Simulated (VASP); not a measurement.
Wanted: the native input for a VASP 6.6.1 run.

- Task: relaxation of cell and atoms
- Functional: PBE
- Potentials or basis: VASP PAW PBE potentials, release 64 (Zr_sv, Os, O)
- Cutoff: 600 eV
- k mesh: 10 × 10 × 10
- Occupations: gaussian, width 0.1 eV
- Spin: no spin polarisation
- Dipole correction: no
- Further INCAR settings: ALGO = Normal; EDIFF = 1e-06; IBRION = 2; EDIFFG = -0.01; NSW = 100; ISIF = 3

The structure of Zr2OsO6 lies in POSCAR:

```
Zr2OsO6
1.0
    0.0000000000      3.6539374249      3.6539374249
    3.6539374249      0.0000000000      3.6539374249
    3.6539374249      3.6539374249      0.0000000000
Zr Os O
2 1 6
Direct
    0.2500000000      0.2500000000      0.2500000000
    0.7500000000      0.7500000000      0.7500000000
    0.0000000000      0.0000000000      0.0000000000
    0.7405374838      0.2594625162      0.2594625162
    0.2594625162      0.7405374838      0.7405374838
    0.2594625162      0.7405374838      0.2594625162
    0.7405374838      0.2594625162      0.7405374838
    0.2594625162      0.2594625162      0.7405374838
    0.7405374838      0.7405374838      0.2594625162
```

This cell differs from its parent crystal: atoms taken out.

These files were run (other wordings do the same):

INCAR

```
PREC = Accurate
ENCUT = 600
EDIFF = 1E-6
ISMEAR = 0
SIGMA = 0.1
LREAL = F
LASPH = T
NELM = 60
ALGO = Normal
ISIF = 3
LWAVE = F
LCHARG = F
GGA = PE
IBRION = 2
NSW = 100
EDIFFG = -0.01
```

KPOINTS

```
regular mesh
0
Gamma
  10 10 10
```

Potentials or basis: VASP PAW PBE potentials, release 64 (Zr_sv, Os, O).

Command:

```sh
$ cat potpaw_PBE.64/Zr_sv/POTCAR potpaw_PBE.64/Os/POTCAR potpaw_PBE.64/O/POTCAR > POTCAR
$ mpirun -np 1 vasp_std > vasp.out
```

It gave:

```
Relaxed volume                        : 10.88 Å³/atom
Relaxed cell                          : a = 5.173 Å, b = 5.173 Å, c = 5.173 Å, α = 60.00°, β = 60.00°, γ = 60.00°
Space group after relaxing (to 0.1 Å) : Fm-3m (No. 225)
Energy gained by relaxing             : 1.4 meV/atom
Ionic steps                           : 4
Pressure after relaxing               : 0.0 GPa
Band gap on the k mesh                : zero (bands 34 and 35 overlap by 1.91 eV)
```

Caveat: the cell differs from its parent crystal (atoms taken out); spin-orbit coupling is left out, which moves the levels of the heavy elements.

It took 8.8 min on 1 thread of Intel(R) Xeon(R) 6975P-C (Granite Rapids), with other jobs on the host, peak memory 0.4 GiB.
